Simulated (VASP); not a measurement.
Write the native input for VASP 6.6.1 that does the following.

```
Task                   : single point
Functional             : PBE
Potentials or basis    : VASP PAW PBE potentials, release 64 (Zr_sv, Pb_d, O)
Cutoff                 : 520 eV
k mesh                 : 6 × 6 × 4
Occupations            : gaussian, width 0.1 eV
Spin                   : collinear spin
Starting moments       : [1.0, 0.0, 0.0, 0.0, 0.0, 0.0] μB
Dipole correction      : no
Further INCAR settings : ALGO = Normal; EDIFF = 1e-06; NBANDS = 38
```

The structure of ZrPbO4 lies in POSCAR:

```
ZrPbO4
1.0
    3.7133663885      0.0000000000      0.0000000000
    0.0000000000      3.7133663885      0.0000000000
    0.0000000000      0.0000000000      5.2759346313
Zr Pb O
1 1 4
Direct
    0.5000000000      0.5000000000      0.5000000000
    0.0000000000      0.0000000000      0.0000000000
    0.5000000000      0.0000000000      0.7393261927
    0.0000000000      0.5000000000      0.2606738073
    0.5000000000      0.0000000000      0.2606738073
    0.0000000000      0.5000000000      0.7393261927
```

The cell was generated, and may not be a known phase.

The input as run:

INCAR

```
SYSTEM = ZrPbO4
  PREC = Accurate
  ENCUT = 520
  EDIFF = 1E-6
  ISMEAR = 0
  SIGMA = 0.1
  LREAL = .False.
  LASPH = .True.
  NELM = 150
  ALGO = Normal
  ISIF = 2
  LWAVE = .False.
  LCHARG = .True.
  ISPIN = 2
  MAGMOM = 1 0 0 0 0 0
  LORBIT = 11
  LMAXMIX = 4
  GGA = PE
  LELF = .True.
  LVHAR = .True.
  NBANDS = 38
```

KPOINTS

```
regular mesh
0
Gamma
  6 6 4
  0 0 0
```

Potentials or basis: VASP PAW PBE potentials, release 64 (Zr_sv, Pb_d, O).

Run with:

```bash
$ cat potpaw_PBE.64/Zr_sv/POTCAR potpaw_PBE.64/Pb_d/POTCAR potpaw_PBE.64/O/POTCAR > POTCAR
$ mpirun -np 1 vasp_std > vasp.out
```

It gave:

```json
{"Pressure": "0.2 GPa", "Band gap on the k mesh": "zero (filled and empty bands overlap)", "Net moment": "0.00 μB per cell", "Valence electrons inside the program's atomic spheres": "Zr 9.44; Pb 11.71; O 5.02"}
```

Caveat: spin-orbit coupling is left out, which moves the levels of the heavy elements.

Run time: 4.3 min on 1 thread of AMD EPYC 7R13, on a shared host, peak memory 0.25 GiB.
